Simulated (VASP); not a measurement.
# AlN in VASP: further runs

AlN is run at these levels: PBEsol; tasks: single point.

Program: VASP 6.6.1. These are calculated values, not measurements. Logs are shortened: lines on timing, memory, paths and dates and some standing lists are left out, and cuts for length are marked.

### 1 The cell of the first run

The structure is monoclinic, space group C2/m (No. 12). Conventional cell: a = 4.822 Å, b = 2.860 Å, c = 2.861 Å, α = 90.00°, β = 123.09°, γ = 90.00°. Within 2.7 Å of Al (site symmetry 2/m) lie 6 N at 2.02 Å. N (site symmetry 2/m) has 6 Al at 2.02 Å within 2.7 Å.

### 2 Single point, PBEsol (engineering shear strain xz -0.0400, engineering shear strain yz -0.0400)

INCAR

```
  PREC = Accurate
  ENCUT = 520
  EDIFF = 1E-6
  ISMEAR = 0
  SIGMA = 0.05
  LREAL = F
  LASPH = T
  NELM = 60
  ALGO = Normal
  ISIF = 2
  LWAVE = F
  LCHARG = F
  GGA = PS
  NBANDS = 11
```

KPOINTS

```
regular mesh
0
Gamma
  10 10 10
```

POSCAR

```
AlN
1.0
   -0.0404454407      1.9818265923      1.9818265923
    1.9818265923     -0.0404454407      1.9818265923
    2.0222720330      2.0222720330     -0.0808908813
Al N
1 1
Direct
    0.5000000000      0.5000000000      0.5000000000
    0.0000000000      0.0000000000      0.0000000000
```

Potentials or basis: VASP PAW PBE potentials, release 64 (Al, N).

On the command line:

```bash
$ cat potpaw_PBE.64/Al/POTCAR potpaw_PBE.64/N/POTCAR > POTCAR
$ mpirun -np 1 vasp_std > vasp.out
```

OUTCAR:

```text
PREC = Accurate
   ENCUT = 520
   EDIFF = 1E-6
   ISMEAR = 0
   LREAL = F
   LASPH = T
   NELM = 60
   ISIF = 2
   GGA = PS

 ion  position               nearest neighbor table
   1  0.500  0.500  0.500-   2 2.02   2 2.02   2 2.02   2 2.02   2 2.02   2 2.02
   2  0.000  0.000  0.000-   1 2.02   1 2.02   1 2.02   1 2.02   1 2.02   1 2.02

  LATTYP: Found a base centered monoclinic cell.
 ALAT       =     4.8216665293
 B/A-ratio  =     0.5931402594
 C/A-ratio  =     0.5933774681
 COS(beta)  =    -0.5459452164

  Lattice vectors:

 A1 = (   0.0404454407,  -1.9818265923,  -1.9818265923)
 A2 = (  -1.9818265923,   0.0404454407,  -1.9818265923)
 A3 = (   2.0222720330,   2.0222720330,  -0.0808908813)

Analysis of symmetry for initial positions (statically):
=====================================================================
 Subroutine PRICEL returns:
 Original cell was already a primitive cell.

 Routine SETGRP: Setting up the symmetry group for a
 base centered monoclinic supercell.

 Subroutine GETGRP returns: Found  4 space group operations
 (whereof  4 operations were pure point group operations)
 out of a pool of  4 trial point group operations.

The static configuration has the point symmetry C_2h.

Analysis of symmetry for dynamics (positions and initial velocities):
=====================================================================
 Subroutine PRICEL returns:
 Original cell was already a primitive cell.

 Routine SETGRP: Setting up the symmetry group for a
 base centered monoclinic supercell.

 Subroutine GETGRP returns: Found  4 space group operations
 (whereof  4 operations were pure point group operations)
 out of a pool of  4 trial point group operations.

The dynamic configuration has the point symmetry C_2h.

 Subroutine INISYM returns: Found  4 space group operations
 (whereof  4 operations are pure point group operations),
 and found     1 'primitive' translations

----------------------------------------------------------------------------------------

                                     Primitive cell

  volume of cell :      16.5273

  direct lattice vectors                    reciprocal lattice vectors
    -0.040445441  1.981826592  1.981826592    -0.242297765  0.252195549  0.247444613
     1.981826592 -0.040445441  1.981826592     0.252195549 -0.242297765  0.247444613
     2.022272033  2.022272033 -0.080890881     0.242495721  0.242495721 -0.237546828

  length of vectors
     2.803017859  2.803017859  2.861068277     0.428415264  0.428415264  0.417177234

  position of ions in fractional coordinates (direct lattice)
     0.500000000  0.500000000  0.500000000
     0.000000000  0.000000000  0.000000000

  ion indices of the primitive-cell ions
   primitive index   ion index
                 1           1
                 2           2

----------------------------------------------------------------------------------------

 KPOINTS: regular mesh

Automatic generation of k-mesh.
 Grid dimensions read from file:
 generate k-points for:   10   10   10

 Generating k-lattice:

  Cartesian coordinates                     Fractional coordinates (reciprocal lattice)
    -0.024229776  0.025219555  0.024744461     0.100000000  0.000000000 -0.000000000
     0.025219555 -0.024229776  0.024744461     0.000000000  0.100000000 -0.000000000
     0.024249572  0.024249572 -0.023754683     0.000000000  0.000000000  0.100000000

  Length of vectors
     0.042841526  0.042841526  0.041717723

  Shift w.r.t. Gamma in fractional coordinates (k-lattice)
     0.000000000  0.000000000  0.000000000

 Subroutine IBZKPT returns following result:
 ===========================================

 Found    282 irreducible k-points:

 Following reciprocal coordinates:
            Coordinates               Weight
  0.000000  0.000000  0.000000      1.000000
  0.100000  0.000000  0.000000      4.000000
  0.200000  0.000000  0.000000      4.000000
  0.300000  0.000000 -0.000000      4.000000
  0.400000  0.000000  0.000000      4.000000
  0.500000  0.000000 -0.000000      2.000000
[... 16 lines left out ...]
  0.300000  0.300000  0.000000      2.000000
  0.400000  0.300000  0.000000      4.000000
 [... further k-points ...]
   k-points           NKPTS =    282   k-points in BZ     NKDIM =    282   number of bands    NBANDS=     11
   number of dos      NEDOS =    301   number of ions     NIONS =      2
   total plane-waves  NPLWV =  13824
   dimension x,y,z NGX =    24 NGY =   24 NGZ =   24
   dimension x,y,z NGXF=    48 NGYF=   48 NGZF=   48
   ions per type =               1   1
   NGX,Y,Z   is equivalent  to a cutoff of  14.23, 14.23, 13.95 a.u.
   NGXF,Y,Z  is equivalent  to a cutoff of  28.47, 28.47, 27.89 a.u.
 SYSTEM =  unknown system
   PREC   = accura    normal or accurate (medium, high low for compatibility)
   ISTART =      0    job   : 0-new  1-cont  2-samecut
   ICHARG =      2    charge: 1-file 2-atom 10-const
   ISPIN  =      1    spin polarized calculation?
   LNONCOLLINEAR =      F non collinear calculations
   LSORBIT =      F    spin-orbit coupling
   LASPH  =      T    aspherical Exc in radial PAW
   ENCUT  =  520.0 eV  38.22 Ry    6.18 a.u.   5.21  5.21  5.32*2*pi/ulx,y,z
   NELM   =     60;   NELMIN=  2; NELMDL= -5     # of ELM steps
   EDIFF  = 0.1E-05   stopping-criterion for ELM
   LREAL  =      F    real-space projection
   EDIFFG = 0.1E-04   stopping-criterion for IOM
   NSW    =      0    number of steps for IOM
   IBRION =     -1    ionic relax: 0-MD 1-quasi-New 2-CG
   NFREE  =      0    steps in history (QN), initial steepest desc. (CG)
   ISIF   =      2    stress and relaxation
   ISYM   =      2    0-nonsym 1-usesym 2-fastsym
   POTIM  = 0.5000    time-step for ionic-motion
   TEBEG  =    0.0;   TEEND  =   0.0 temperature during run
   PSTRESS=    0.0 pullay stress
   NELECT =       8.0000    total number of electrons
   NUPDOWN=      -1.0000    fix difference up-down
   EMIN   =  10.00;   EMAX   =-10.00  energy-range for DOS
   EFERMI =   0.00;   METHOD = LEGACY
   ISMEAR =     0;   SIGMA  =   0.05  broadening in eV -4-tet -1-fermi 0-gaus
   EFERMI_NEDOS =   21; number of points for ismear=-14 and -15
   IALGO  =     38    algorithm
   IMIX   =      4    mixing-type and parameters
     AMIX     =   0.40;   BMIX     =  1.00
     AMIX_MAG =   1.60;   BMIX_MAG =  1.00
  volume/ion in A,a.u.               =       8.26        55.77
  Fermi-wavevector in a.u.,A,eV,Ry     =   1.285398  2.429051 22.480215  1.652249
  Thomas-Fermi vector in A             =   2.417535
   LORBIT       =      0    0 simple, 1 ext, 2 COOP (PROOUT), +10 PAW based schemes
   GGA     = PS    functional components
   LHFCALC =     F    Hartree Fock is set to
   AEXX    =    0.0000 exact exchange contribution
   IVDW    =     0    specifies the selected vdW correction
   LEPSILON=     F    determine dielectric tensor
   LRPA    =     F    only Hartree local field effects (RPA)
 non-spin polarized calculation
 Gauss-broadening in eV      SIGMA  =   0.05
  energy-cutoff  :      520.00
  volume of cell :       16.53
 maximum number of plane-waves:       460
 NGX is ok and might be reduce to    24
   NGX = 11   NGY = 11   NGZ = 11

 number of electron       8.0000000 magnetization

 Free energy of the ion-electron system (eV)
  ---------------------------------------------------
  ext. energy  EPLUGINS =         0.00000000
  ---------------------------------------------------
  free energy    TOTEN  =       -15.39733278 eV

  energy without entropy =      -15.39733278  energy(sigma->0) =      -15.39733278

 E-fermi :  10.6215     XC(G=0): -12.4531

 val. band max:       10.2834765773   @ k =   0.0000   0.0000   0.0000
 cond. band min:      14.0203450969   @ k =   0.5000   0.0000   0.5000
 fundamental gap:      3.7368685197
 Fermi energy:        10.6214899294

 k-point     1 :       0.0000    0.0000    0.0000
  band No.  band energies     occupation
      1      -7.6573      2.00000
      2       9.4914      2.00000
      3       9.9072      2.00000
      4      10.2835      2.00000
      5      15.4329      0.00000
      6      21.1498      0.00000
      7      21.8941      0.00000
      8      22.8802      0.00000
      9      26.7957      0.00000
     10      27.6039      0.00000
     11      27.6321      0.00000

 k-point     2 :       0.1000    0.0000    0.0000
  band No.  band energies     occupation
      1      -7.4507      2.00000
      2       8.8370      2.00000
      3       9.4809      2.00000
      4      10.0921      2.00000
      5      16.0387      0.00000
      6      20.9241      0.00000
      7      21.6908      0.00000
      8      22.9890      0.00000
      9      25.7987      0.00000
     10      26.2466      0.00000
     11      28.0485      0.00000

 k-point     3 :       0.2000    0.0000    0.0000
  band No.  band energies     occupation
      1      -6.8490      2.00000
      2       6.7190      2.00000
      3       9.1806      2.00000
      4       9.7590      2.00000
      5      16.6513      0.00000
      6      20.5095      0.00000
      7      22.0854      0.00000
      8      22.8768      0.00000
      9      24.8563      0.00000
     10      26.0589      0.00000
     11      27.4288      0.00000

 k-point     4 :       0.3000    0.0000   -0.0000
  band No.  band energies     occupation
      1      -5.9246      2.00000
      2       4.3756      2.00000
      3       8.8790      2.00000
      4       9.4022      2.00000
      5      16.3864      0.00000
      6      21.4405      0.00000
      7      21.4834      0.00000
      8      22.0559      0.00000
      9      26.0488      0.00000
     10      26.5955      0.00000
     11      27.8111      0.00000

 k-point     5 :       0.4000    0.0000    0.0000
  band No.  band energies     occupation
      1      -4.8917      2.00000
      2       2.3964      2.00000
      3       8.6611      2.00000
      4       9.1414      2.00000
      5      15.9955      0.00000
      6      20.8047      0.00000
      7      21.4039      0.00000
      8      22.5901      0.00000
      9      25.9587      0.00000
     10      28.3118      0.00000
     11      30.0493      0.00000
[... 211 lines left out ...]
 k-point    21 :      -0.3000    0.2000   -0.0000
  band No.  band energies     occupation
      1      -4.6802      2.00000
      2       3.5013      2.00000
      3       6.1955      2.00000
      4       8.7573      2.00000
      5      17.9312      0.00000
      6      19.6501      0.00000
      7      21.0443      0.00000
      8      22.3915      0.00000
      9      26.7952      0.00000
     10      29.1500      0.00000
     11      30.6793      0.00000

 k-point    22 :      -0.2000    0.2000    0.0000
  band No.  band energies     occupation
      1      -5.6271      2.00000
      2       4.9363      2.00000
      3       6.9127      2.00000
      4       9.1978      2.00000
      5      18.3203      0.00000
      6      19.6177      0.00000
      7      20.6746      0.00000
      8      22.5260      0.00000
      9      24.9246      0.00000
     10      28.9738      0.00000
     11      30.3745      0.00000

 k-point    23 :       0.3000    0.3000    0.0000
  band No.  band energies     occupation
      1      -5.3753      2.00000
      2       5.0612      2.00000
      3       7.8514      2.00000
      4       7.8598      2.00000
      5      16.4403      0.00000
      6      16.7215      0.00000
      7      21.4024      0.00000
      8      25.3586      0.00000
      9      25.5992      0.00000
     10      30.3471      0.00000
     11      33.6159      0.00000

 k-point    24 :       0.4000    0.3000    0.0000
  band No.  band energies     occupation
      1      -4.6049      2.00000
      2       4.0171      2.00000
      3       7.0616      2.00000
      4       7.6075      2.00000
      5      15.9601      0.00000
      6      16.6951      0.00000
      7      21.8468      0.00000
      8      25.5624      0.00000
      9      26.0596      0.00000
     10      31.6243      0.00000
     11      34.4893      0.00000

 [... further k-points ...]
[... 5 lines left out ...]
  --------------------------------------------------------------------------------------
  -------------------------------------------------------------------------------------
  Total        0.0221139      0.0221139      0.0933063     -0.0724450      1.2872268      1.2872268
  in kB        2.1437553      2.1437553      9.0452455     -7.0229205    124.7856147    124.7856147
  external PRESSURE =       4.4442520 kB  Pullay stress =       0.0000000 kB

 VOLUME and BASIS-vectors are now :
 -----------------------------------------------------------------------------
  energy-cutoff  :      520.00
  volume of cell :       16.53
      direct lattice vectors                 reciprocal lattice vectors
    -0.040445441  1.981826592  1.981826592    -0.242297765  0.252195549  0.247444613
     1.981826592 -0.040445441  1.981826592     0.252195549 -0.242297765  0.247444613
     2.022272033  2.022272033 -0.080890881     0.242495721  0.242495721 -0.237546828

 POSITION                                       TOTAL-FORCE (eV/Angst)
 -----------------------------------------------------------------------------------
      1.98183      1.98183      1.94138         0.000000     -0.000000      0.000000
      0.00000      0.00000      0.00000        -0.000000      0.000000     -0.000000
 -----------------------------------------------------------------------------------
    total drift:                                0.000000     -0.000000     -0.000000

  FREE ENERGIE OF THE ION-ELECTRON SYSTEM (eV)
  ---------------------------------------------------
  free  energy   TOTEN  =       -15.3973327812 eV

  energy  without entropy=      -15.3973327812  energy(sigma->0) =      -15.39733278
```

Run time: 26 s. Hardware: 1 thread of Intel Xeon Platinum 8488C (Sapphire Rapids), shared host; peak memory 0.16 GiB.

What came out:

| Item | Value |
| --- | --- |
| Free energy | -15.3973 eV |
| Pressure | 0.4 GPa |
| Band gap on the k mesh | 3.74 eV, indirect (least direct gap 5.15 eV) |

Caveat: the cell differs from its parent crystal (engineering shear strain xz -0.0400, engineering shear strain yz -0.0400); the PAW data sets were made with another functional, which shifts forces and pressure a little.

### 3 Single point, PBEsol (engineering shear strain xz -0.0200, engineering shear strain yz -0.0200)

INCAR

```
  PREC = Accurate
  ENCUT = 520
  EDIFF = 1E-7
  ISMEAR = 0
  SIGMA = 0.05
  LREAL = False
  LASPH = True
  NELM = 100
  ALGO = Normal
  ISIF = 2
  LWAVE = False
  LCHARG = False
  GGA = PS
  NBANDS = 11
```

KPOINTS is that of step 2.

POSCAR

```
AlN
1.0
   -0.0202227203      2.0020493127      2.0020493127
    2.0020493127     -0.0202227203      2.0020493127
    2.0222720330      2.0222720330     -0.0404454407
Al N
1 1
Direct
    0.5000000000      0.5000000000      0.5000000000
    0.0000000000      0.0000000000      0.0000000000
```

Potentials or basis: VASP PAW PBE potentials, release 64 (Al, N).

On the command line:

```bash
$ cat potpaw_PBE.64/Al/POTCAR potpaw_PBE.64/N/POTCAR > POTCAR
$ mpirun -np 1 vasp_std > vasp.out
```

Wall time 25 s (1 thread of Intel Xeon Platinum 8488C (Sapphire Rapids), shared host); peak memory 0.17 GiB.

It converged, with:

```
Free energy            : -15.4360 eV
Pressure               : 0.1 GPa
Band gap on the k mesh : 4.20 eV, indirect (least direct gap 5.43 eV)
```

Stress tensor (GPa, compression positive):
```
 0.09 -0.18  6.24
-0.18  0.09  6.24
 6.24  6.24  0.26
```

Levels at points of the mesh, in eV from the valence-band top:
| k point | band 1 | band 2 | band 3 | band 4 | band 5 | band 6 | band 7 | band 8 |
| --- | --- | --- | --- | --- | --- | --- | --- | --- |
| (0.00, 0.00, 0.00) | -17.74 | -0.40 | -0.19 | 0.00 | 5.43 | 11.42 | 11.82 | 12.29 |
| (0.50, 0.00, 0.00) | -14.44 | -8.56 | -1.40 | -1.17 | 5.82 | 10.56 | 10.87 | 13.02 |
| (0.50, 0.50, 0.00) | -13.44 | -7.64 | -3.02 | -3.01 | 4.35 | 4.94 | 13.70 | 16.93 |
| (0.00, 0.00, 0.50) | -14.55 | -8.70 | -1.21 | -1.08 | 6.11 | 10.92 | 11.12 | 12.84 |
| (0.50, 0.00, 0.50) | -13.44 | -7.64 | -3.23 | -2.80 | 4.20 | 5.09 | 13.73 | 16.87 |
| (0.50, 0.50, 0.50) | -14.33 | -8.41 | -1.49 | -1.36 | 5.56 | 10.32 | 10.48 | 13.23 |

Caveat: the cell differs from its parent crystal (engineering shear strain xz -0.0200, engineering shear strain yz -0.0200); the PAW data sets were made with another functional, which shifts forces and pressure a little. A k mesh can miss the band edges.

### 4 Single point, PBEsol (engineering shear strain xz -0.0400, engineering shear strain yz -0.0200)

INCAR

```
PREC     = Accurate       # precision mode
ENCUT    = 520            # plane-wave cutoff, eV
EDIFF    = 1E-6           # SCF threshold, eV
ISMEAR   = 0              # smearing method
SIGMA    = 0.05           # smearing width, eV
LREAL    = F              # projectors in reciprocal space
LASPH    = T              # aspherical terms in the spheres
NELM     = 100            # most SCF steps
ALGO     = Normal         # electronic algorithm
ISIF     = 2              # what is computed and relaxed
LWAVE    = F              # write WAVECAR
LCHARG   = T              # write CHGCAR
GGA      = PS             # functional
LELF     = T              # ELF
LVHAR    = T            
NBANDS   = 11             # bands
```

KPOINTS

```
Automatic mesh
0
Gamma
  10 10 10
```

POSCAR

```
AlN
1.0
   -0.0404454407      2.0020493127      2.0020493127
    1.9818265923     -0.0202227203      1.9818265923
    2.0222720330      2.0222720330     -0.0606681610
Al N
1 1
Direct
    0.5000000000      0.5000000000      0.5000000000
    0.0000000000      0.0000000000      0.0000000000
```

On the command line:

```bash
$ cat potpaw_PBE.64/Al/POTCAR potpaw_PBE.64/N/POTCAR > POTCAR
$ mpirun -np 1 vasp_std > vasp.out
```

Run time: 47 s. Hardware: 1 thread of Intel Xeon Platinum 8488C (Sapphire Rapids), shared host; peak memory 0.2 GiB.

Results (log left out):

| Property | Result |
| --- | --- |
| Free energy | -15.4167 eV |
| Pressure | 0.3 GPa |
| Band gap on the k mesh | 3.81 eV, indirect (least direct gap 5.27 eV) |

Stress tensor (GPa, compression positive):
```
 0.41 -0.35 12.50
-0.35 -0.11  6.23
12.50  6.23  0.58
```

Levels at points of the mesh, in eV from the valence-band top:
```csv
k point,band 1,band 2,band 3,band 4,band 5,band 6,band 7,band 8,band 9
"(0.00, 0.00, 0.00)",-17.86,-0.63,-0.31,0.00,5.27,11.07,11.73,12.44,16.66
"(0.50, 0.00, 0.00)",-14.61,-8.75,-1.51,-1.14,5.81,10.56,11.01,12.78,15.73
"(0.00, 0.50, 0.00)",-14.50,-8.61,-1.64,-1.30,5.54,10.23,10.71,12.98,15.51
"(0.50, 0.50, 0.00)",-13.55,-7.75,-3.14,-3.13,4.24,4.82,13.50,16.80,16.95
"(0.00, 0.00, 0.50)",-14.71,-8.89,-1.31,-1.07,6.11,10.90,11.24,12.60,15.97
"(0.50, 0.00, 0.50)",-13.56,-7.76,-3.55,-2.70,3.81,5.26,13.61,16.67,17.05
"(0.00, 0.50, 0.50)",-13.55,-7.76,-3.34,-2.92,4.09,4.98,13.53,16.77,16.97
"(0.50, 0.50, 0.50)",-14.40,-8.46,-1.72,-1.50,5.30,9.99,10.28,13.20,15.30
```

Caveat: the cell differs from its parent crystal (engineering shear strain xz -0.0400, engineering shear strain yz -0.0200); the PAW data sets were made with another functional, which shifts forces and pressure a little. A k mesh can miss the band edges.

(Continued in part 2 of 2.)
